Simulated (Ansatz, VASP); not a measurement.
Pd in VASP and in Ansatz

INCAR

```
SYSTEM = Pd
  ALGO = Normal
  EDIFF = 1E-6
  ENCUT = 500
  GGA_COMPAT = .FALSE.
  ISIF = 2
  ISMEAR = -1
  LASPH = .TRUE.
  LCHARG = .FALSE.
  LREAL = .FALSE.
  LWAVE = .FALSE.
  NBANDS = 11
  NELM = 120
  PREC = Accurate
  SIGMA = 0.08
```

The input KPOINTS:

```
k-points
0
G
  19 19 19
  0 0 0
```

Contents of POSCAR:

```
Pd
1.0
    0.0000000000      1.9205944173      1.9205944173
    1.9205944173      0.0000000000      1.9205944173
    1.9205944173      1.9205944173      0.0000000000
Pd
1
Direct
    0.0000000000      0.0000000000      0.0000000000
```

Input for Ansatz:

```yaml
crystal:
  lattice:
    - [0.0, 1.9205944173, 1.9205944173]
    - [1.9205944173, 0.0, 1.9205944173]
    - [1.9205944173, 1.9205944173, 0.0]
  atoms:
    - { symbol: Pd, position: [0.0, 0.0, 0.0] }
kpoints:
  mp_grid: { grid: [19, 19, 19] }
  band_path:
    path:
      - [0.0, 0.0, 0.0]
      - [0.5, 0.0, 0.5]
      - [0.625, 0.25, 0.625]
      - [0.375, 0.375, 0.75]
      - [0.0, 0.0, 0.0]
      - [0.5, 0.5, 0.5]
      - [0.5, 0.25, 0.75]
      - [0.5, 0.0, 0.5]
    npoints: 8
scf:
  occupations: { method: fermi_dirac, width: 0.08 }
hamiltonian:
  xc: lda
  pseudopotentials: { kind: paw }
output:
  forces: true
  stress: true
  eigenvalues: true
  populations: true
  dos: { projected: true, de: 0.2, e_range: [-14, 8] }
```

Change from the starting cell: volume scaled by 1, PAW files.

Alike in both runs: task single point; functional LDA; k mesh 19 × 19 × 19; occupations fermi-dirac, width 0.08 eV; no spin polarisation.

|  | VASP | Ansatz |
| --- | --- | --- |
| version | VASP 6.6.1 | Ansatz 0.2.0 |
| potentials or method | VASP PAW LDA potentials, release 64 (Pd) | PAW with Ansatz's default frozen-core files, scalar-relativistic |
| plane-wave cutoff (eV) | 500 | 420 |
| valence electrons in the cell | 10 | 18 |

|  | VASP | Ansatz | Ansatz less VASP |
| --- | --- | --- | --- |
| pressure (GPa) | 0.3 | 0.0 | -0.34 |

LDA's correlation is that of Perdew and Zunger in VASP and of Perdew and Wang (1992) in Ansatz. VASP's potentials hold 10 valence electrons a cell and Ansatz's 18, so a difference there can come from the potentials and not from the codes.
